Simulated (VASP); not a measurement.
# KZnF3 (Cmmm) in VASP: notebook, part 2 of 2

VASP 6.6.1. Earlier steps stand in the parts before.

**4. Single point, PBE (strain +0.0075 x Voigt [0, 0, 0, 1, 0, 0])**

File INCAR:

```
PREC = Accurate
ENCUT = 520
EDIFF = 1E-7
ISMEAR = 0
SIGMA = 0.05
LREAL = F
LASPH = T
NELM = 100
ALGO = Normal
ISIF = 2
LWAVE = F
LCHARG = F
GGA = PE
NBANDS = 29
```

File KPOINTS:

```
Automatic mesh
0
Gamma
  6 6 6
```

File POSCAR:

```
KZnF3
1.0
    4.0500000000      0.0000000000      0.0000000000
    0.0000000000      4.0500000000      0.0151875000
    0.0000000000      0.0151875000      4.0500000000
K Zn F
1 1 3
Direct
    0.0000000000      0.0000000000      0.0000000000
    0.5000000000      0.5000000000      0.5000000000
    0.5000000000      0.5000000000      0.0000000000
    0.0000000000      0.5000000000      0.5000000000
    0.5000000000      0.0000000000      0.5000000000
```

Potentials or basis: VASP PAW PBE potentials, release 64 (K_sv, Zn, F).

Run with:

```console
$ cat potpaw_PBE.64/K_sv/POTCAR potpaw_PBE.64/Zn/POTCAR potpaw_PBE.64/F/POTCAR > POTCAR
$ mpirun -np 1 vasp_std > vasp.out
```

OUTCAR:

```text
PREC = Accurate
   ENCUT = 520
   EDIFF = 1E-7
   ISMEAR = 0
   LREAL = F
   LASPH = T
   NELM = 100
   ISIF = 2
   GGA = PE

 ion  position               nearest neighbor table
   1  0.000  0.000  0.000-   4 2.85   4 2.85
   2  0.500  0.500  0.500-   4 2.02   4 2.02   5 2.03   3 2.03   5 2.03   3 2.03
   3  0.500  0.500  0.000-   2 2.03   2 2.03
   4  0.000  0.500  0.500-   2 2.02   2 2.02   1 2.85   1 2.85
   5  0.500  0.000  0.500-   2 2.03   2 2.03

  LATTYP: Found a base centered orthorhombic cell.
 ALAT       =     5.7060865591
 B/A-ratio  =     1.0075282309
 C/A-ratio  =     0.7097684127

  Lattice vectors:

 A1 = (   0.0000000000,  -0.0151875000,  -4.0500000000)
 A2 = (   0.0000000000,   4.0500000000,   0.0151875000)
 A3 = (   4.0500000000,   0.0000000000,   0.0000000000)

Analysis of symmetry for initial positions (statically):
=====================================================================
 Subroutine PRICEL returns:
 Original cell was already a primitive cell.

 Routine SETGRP: Setting up the symmetry group for a
 base centered orthorhombic supercell.

 Subroutine GETGRP returns: Found  8 space group operations
 (whereof  8 operations were pure point group operations)
 out of a pool of  8 trial point group operations.

The static configuration has the point symmetry D_2h.

Analysis of symmetry for dynamics (positions and initial velocities):
=====================================================================
 Subroutine PRICEL returns:
 Original cell was already a primitive cell.

 Routine SETGRP: Setting up the symmetry group for a
 base centered orthorhombic supercell.

 Subroutine GETGRP returns: Found  8 space group operations
 (whereof  8 operations were pure point group operations)
 out of a pool of  8 trial point group operations.

The dynamic configuration has the point symmetry D_2h.

 Subroutine INISYM returns: Found  8 space group operations
 (whereof  8 operations are pure point group operations),
 and found     1 'primitive' translations

----------------------------------------------------------------------------------------

                                     Primitive cell

  volume of cell :      66.4292

  direct lattice vectors                    reciprocal lattice vectors
     4.050000000  0.000000000  0.000000000     0.246913580  0.000000000  0.000000000
     0.000000000  4.050000000  0.015187500     0.000000000  0.246917053 -0.000925939
     0.000000000  0.015187500  4.050000000     0.000000000 -0.000925939  0.246917053

  length of vectors
     4.050000000  4.050028476  4.050028476     0.246913580  0.246918789  0.246918789

  position of ions in fractional coordinates (direct lattice)
     0.000000000  0.000000000  0.000000000
     0.500000000  0.500000000  0.500000000
     0.500000000  0.500000000  0.000000000
     0.000000000  0.500000000  0.500000000
     0.500000000  0.000000000  0.500000000

  ion indices of the primitive-cell ions
   primitive index   ion index
                 1           1
                 2           2
                 3           3
                 4           4
                 5           5
[... 23 lines left out ...]
 ===========================================

 Found     52 irreducible k-points:

 Following reciprocal coordinates:
            Coordinates               Weight
  0.000000  0.000000  0.000000      1.000000
  0.166667  0.000000  0.000000      2.000000
  0.333333  0.000000  0.000000      2.000000
  0.500000  0.000000  0.000000      1.000000
  0.000000  0.166667  0.000000      4.000000
  0.166667  0.166667  0.000000      8.000000
[... 16 lines left out ...]
  0.333333  0.333333  0.166667      8.000000
  0.500000  0.333333  0.166667      4.000000
 [... further k-points ...]
   k-points           NKPTS =     52   k-points in BZ     NKDIM =     52   number of bands    NBANDS=     29
   number of dos      NEDOS =    301   number of ions     NIONS =      5
   total plane-waves  NPLWV =  27000
   dimension x,y,z NGX =    30 NGY =   30 NGZ =   30
   dimension x,y,z NGXF=    60 NGYF=   60 NGZF=   60
   ions per type =               1   1   3
   NGX,Y,Z   is equivalent  to a cutoff of  12.31, 12.31, 12.31 a.u.
   NGXF,Y,Z  is equivalent  to a cutoff of  24.63, 24.63, 24.63 a.u.
 SYSTEM =  unknown system
   PREC   = accura    normal or accurate (medium, high low for compatibility)
   ISTART =      0    job   : 0-new  1-cont  2-samecut
   ICHARG =      2    charge: 1-file 2-atom 10-const
   ISPIN  =      1    spin polarized calculation?
   LNONCOLLINEAR =      F non collinear calculations
   LSORBIT =      F    spin-orbit coupling
   LASPH  =      T    aspherical Exc in radial PAW
   ENCUT  =  520.0 eV  38.22 Ry    6.18 a.u.   7.53  7.53  7.53*2*pi/ulx,y,z
   NELM   =    100;   NELMIN=  2; NELMDL= -5     # of ELM steps
   EDIFF  = 0.1E-06   stopping-criterion for ELM
   LREAL  =      F    real-space projection
   EDIFFG = 0.1E-05   stopping-criterion for IOM
   NSW    =      0    number of steps for IOM
   IBRION =     -1    ionic relax: 0-MD 1-quasi-New 2-CG
   NFREE  =      0    steps in history (QN), initial steepest desc. (CG)
   ISIF   =      2    stress and relaxation
   ISYM   =      2    0-nonsym 1-usesym 2-fastsym
   POTIM  = 0.5000    time-step for ionic-motion
   TEBEG  =    0.0;   TEEND  =   0.0 temperature during run
   PSTRESS=    0.0 pullay stress
   NELECT =      42.0000    total number of electrons
   NUPDOWN=      -1.0000    fix difference up-down
   EMIN   =  10.00;   EMAX   =-10.00  energy-range for DOS
   EFERMI =   0.00;   METHOD = LEGACY
   ISMEAR =     0;   SIGMA  =   0.05  broadening in eV -4-tet -1-fermi 0-gaus
   EFERMI_NEDOS =   21; number of points for ismear=-14 and -15
   IALGO  =     38    algorithm
   IMIX   =      4    mixing-type and parameters
     AMIX     =   0.40;   BMIX     =  1.00
     AMIX_MAG =   1.60;   BMIX_MAG =  1.00
  volume/ion in A,a.u.               =      13.29        89.66
  Fermi-wavevector in a.u.,A,eV,Ry     =   1.405093  2.655240 26.861780  1.974285
  Thomas-Fermi vector in A             =   2.527588
   LORBIT       =      0    0 simple, 1 ext, 2 COOP (PROOUT), +10 PAW based schemes
   GGA     = PE    functional components
   LHFCALC =     F    Hartree Fock is set to
   AEXX    =    0.0000 exact exchange contribution
   IVDW    =     0    specifies the selected vdW correction
   LEPSILON=     F    determine dielectric tensor
   LRPA    =     F    only Hartree local field effects (RPA)
 non-spin polarized calculation
 Gauss-broadening in eV      SIGMA  =   0.05
  energy-cutoff  :      520.00
  volume of cell :       66.43
 maximum number of plane-waves:      1807
   NGX = 15   NGY = 15   NGZ = 15

 number of electron      41.9999978 magnetization

 Free energy of the ion-electron system (eV)
  ---------------------------------------------------
  ext. energy  EPLUGINS =         0.00000000
  ---------------------------------------------------
  free energy    TOTEN  =       -20.26426108 eV

  energy without entropy =      -20.26426108  energy(sigma->0) =      -20.26426108

 E-fermi :  -0.4258     XC(G=0):  -9.8791

 val. band max:       -0.7561643624   @ k =   0.5000   0.5000   0.5000
 cond. band min:       3.0364272846   @ k =   0.0000   0.0000   0.0000
 fundamental gap:      3.7925916471
 Fermi energy:        -0.4258484927

 k-point     1 :       0.0000    0.0000    0.0000
  band No.  band energies     occupation
      1     -27.8530      2.00000
      2     -22.3683      2.00000
      3     -21.7414      2.00000
      4     -21.7412      2.00000
      5     -11.3422      2.00000
      6     -11.3392      2.00000
[... 757 lines left out ...]
     28      11.2308      0.00000
     29      11.8524      0.00000

 [... further k-points ...]

------------------------ aborting loop because EDIFF is reached ----------------------------------------

  FORCE on cell =-STRESS in cart. coord.  units (eV):
  Direction    XX          YY          ZZ          XY          YZ          ZX
  --------------------------------------------------------------------------------------
  -------------------------------------------------------------------------------------
  Total        2.0389256      2.0400770      2.0400770      0.0000000     -0.1053321      0.0000000
  in kB       49.1759774     49.2037469     49.2037469      0.0000000     -2.5404592      0.0000000
  external PRESSURE =      49.1944904 kB  Pullay stress =       0.0000000 kB

 VOLUME and BASIS-vectors are now :
 -----------------------------------------------------------------------------
  energy-cutoff  :      520.00
  volume of cell :       66.43
      direct lattice vectors                 reciprocal lattice vectors
     4.050000000  0.000000000  0.000000000     0.246913580  0.000000000  0.000000000
     0.000000000  4.050000000  0.015187500     0.000000000  0.246917053 -0.000925939
     0.000000000  0.015187500  4.050000000     0.000000000 -0.000925939  0.246917053

 POSITION                                       TOTAL-FORCE (eV/Angst)
 -----------------------------------------------------------------------------------
      0.00000      0.00000      0.00000         0.000000      0.000000      0.000000
      2.02500      2.03259      2.03259         0.000000     -0.000000      0.000000
      2.02500      2.02500      0.00759         0.000000      0.000000      0.000000
      0.00000      2.03259      2.03259         0.000000      0.000000      0.000000
      2.02500      0.00759      2.02500         0.000000      0.000000      0.000000
 -----------------------------------------------------------------------------------
    total drift:                                0.000000      0.000000     -0.000000

  FREE ENERGIE OF THE ION-ELECTRON SYSTEM (eV)
  ---------------------------------------------------
  free  energy   TOTEN  =       -20.2642610792 eV

  energy  without entropy=      -20.2642610792  energy(sigma->0) =      -20.26426108
```

Run time: 52 s. Hardware: 1 thread of Intel Xeon 6975P-C (Granite Rapids), shared host; peak memory 0.22 GiB.

What came out:

```
Free energy            : -20.2643 eV
Pressure               : 4.9 GPa
Band gap on the k mesh : 3.79 eV (least direct gap 5.63 eV)
```

Stress tensor (GPa, compression positive):
```
 4.92  0.00  0.00
 0.00  4.92 -0.25
 0.00 -0.25  4.92
```

Caveat: the cell differs from its parent crystal (strain +0.0075 x Voigt [0, 0, 0, 1, 0, 0]); the cell stands under pressure. A k mesh can miss the band edges.

**5. Single point, PBE (strain +0.0025 x Voigt [0, 0, 0, 1, 0, 0])**

File INCAR:

```
ALGO     = Normal         # electronic algorithm
EDIFF    = 1E-6           # SCF threshold, eV
ENCUT    = 520            # plane-wave cutoff, eV
GGA      = PE             # functional
ISIF     = 2              # what is computed and relaxed
ISMEAR   = 0              # smearing method
LASPH    = T              # aspherical terms in the spheres
LCHARG   = T              # write CHGCAR
LELF     = T              # ELF
LREAL    = F              # projectors in reciprocal space
LVHAR    = T            
LWAVE    = F              # write WAVECAR
NBANDS   = 29             # bands
NELM     = 80             # most SCF steps
PREC     = Accurate       # precision mode
SIGMA    = 0.05           # smearing width, eV
```

File KPOINTS:

```
k-points
0
Gamma
  6 6 6
```

POSCAR, as its differences from that of step 4:

```diff
@@ -3,4 +3,4 @@
     4.0500000000      0.0000000000      0.0000000000
-    0.0000000000      4.0500000000      0.0151875000
-    0.0000000000      0.0151875000      4.0500000000
+    0.0000000000      4.0500000000      0.0050625000
+    0.0000000000      0.0050625000      4.0500000000
 K Zn F
```

Run with:

```console
$ cat potpaw_PBE.64/K_sv/POTCAR potpaw_PBE.64/Zn/POTCAR potpaw_PBE.64/F/POTCAR > POTCAR
$ mpirun -np 1 vasp_std > vasp.out
```

It took 40 s on 1 thread of Intel Xeon 6975P-C (Granite Rapids), shared host; peak memory 0.22 GiB.

It converged, with:

```
Free energy            : -20.2646 eV
Pressure               : 5.0 GPa
Band gap on the k mesh : 3.79 eV (least direct gap 5.64 eV)
```

Stress tensor (GPa, compression positive):
```
 4.96  0.00  0.00
 0.00  4.96 -0.08
 0.00 -0.08  4.96
```

Levels at points of the mesh, in eV from the valence-band top:
```
           k point  band 19  band 20  band 21  band 22  band 23  band 24
(0.00, 0.00, 0.00)    -1.86    -1.86    -1.85     3.79     8.70     8.70
(0.50, 0.00, 0.00)    -1.70    -1.70    -1.58     6.56     8.30     9.65
(0.00, 0.50, 0.00)    -1.70    -1.70    -1.58     6.56     8.30     9.65
(0.50, 0.50, 0.00)    -1.79    -1.51     0.00     8.04    10.12    10.15
(0.00, 0.50, 0.50)    -1.79    -1.51     0.00     8.04    10.12    10.15
(0.50, 0.50, 0.50)    -1.49     0.00     0.00     8.42     8.43     8.44
```

Caveat: the cell differs from its parent crystal (strain +0.0025 x Voigt [0, 0, 0, 1, 0, 0]); the cell stands under pressure. A k mesh can miss the band edges.

**6. The runs side by side**

```tsv
cell	gap on the mesh (eV)	pressure (GPa)
a = 4.050 Å, angles 89.0, 90.0, 90.0°, 5 atoms	3.79	5.0
a = 4.050 Å, angles 89.3, 90.0, 90.0°, 5 atoms	3.79	5.0
a = 4.050 Å, angles 89.6, 90.0, 90.0°, 5 atoms	3.79	4.9
a = 4.050 Å, angles 89.9, 90.0, 90.0°, 5 atoms	3.79	5.0
```

Alike in all rows: task single point; level PBE; potentials or basis VASP PAW PBE potentials, release 64 (K_sv, Zn, F); no spin polarisation; k mesh 6 × 6 × 6; cutoff (eV) 520; smearing gaussian 0.05 eV.

Caveats: the cell stands under pressure.

Total energies depend on the potentials used, so only differences within one code and one set of settings carry meaning.
